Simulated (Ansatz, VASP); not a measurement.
## CaO: VASP beside Ansatz

The input INCAR:

```
SYSTEM = CaO
  AGGAC = 1.0
  AGGAX = 1.0
  ALDAC = 0.0
  ALDAX = 1.0
  ALGO = Normal
  EDIFF = 1E-6
  ENCUT = 520
  GGA = B5
  ISIF = 2
  ISMEAR = -1
  LASPH = .TRUE.
  LCHARG = .FALSE.
  LREAL = .FALSE.
  LWAVE = .FALSE.
  NBANDS = 15
  NELM = 80
  PREC = Accurate
  SIGMA = 0.05
```

File KPOINTS:

```
k-points
0
G
  10 10 10
  0 0 0
```

The input POSCAR:

```
CaO
1.0
    0.0000000000      2.4035556960      2.4035556960
    2.4035556960      0.0000000000      2.4035556960
    2.4035556960      2.4035556960      0.0000000000
Ca O
1 1
Direct
    0.0000000000      0.0000000000      0.0000000000
    0.5000000000      0.5000000000      0.5000000000
```

input.yaml

```yaml
crystal:
  lattice:
    - [0.0, 2.403555696, 2.403555696]
    - [2.403555696, 0.0, 2.403555696]
    - [2.403555696, 2.403555696, 0.0]
  atoms:
    - { symbol: Ca, position: [0.0, 0.0, 0.0] }
    - { symbol: O, position: [0.5, 0.5, 0.5] }
kpoints:
  mp_grid: { grid: [10, 10, 10] }
  band_path:
    path:
      - [0.0, 0.0, 0.0]
      - [0.5, 0.0, 0.5]
      - [0.5, 0.25, 0.75]
      - [0.375, 0.375, 0.75]
      - [0.0, 0.0, 0.0]
      - [0.5, 0.5, 0.5]
      - [0.625, 0.25, 0.625]
      - [0.5, 0.25, 0.75]
    npoints: 10
scf:
  occupations: { method: fermi_dirac, width: 0.05 }
hamiltonian:
  xc: blyp
  pseudopotentials: { kind: all_electron, lapw: { basis_error: 0.001 } }
output:
  forces: true
  stress: true
  eigenvalues: true
```

Alike in both runs: functional BLYP; k mesh 10 × 10 × 10; occupations fermi-dirac, width 0.05 eV; no spin polarisation.

|  | VASP | Ansatz |
| --- | --- | --- |
| version | VASP 6.6.1 | Ansatz 0.2.0 |
| potentials or method | VASP PAW PBE potentials, release 64 (Ca_sv, O), cutoff 520 eV | all-electron LAPW, scalar-relativistic |
| task | single point | band structure |

Ansatz gave:

```
gap on the k mesh at the Fermi level (eV) : 3.75
least direct gap on the mesh (eV)         : 4.12
pressure (GPa)                            : 4.3
```

Question: Estimate VASP's values.

Answer: gap on the k mesh at the Fermi level (eV): 3.73; least direct gap on the mesh (eV): 4.10; pressure (GPa): 5.0.

VASP's potentials were made for PBE, not for BLYP. Ansatz ran all-electron here, and VASP with PAW potentials.
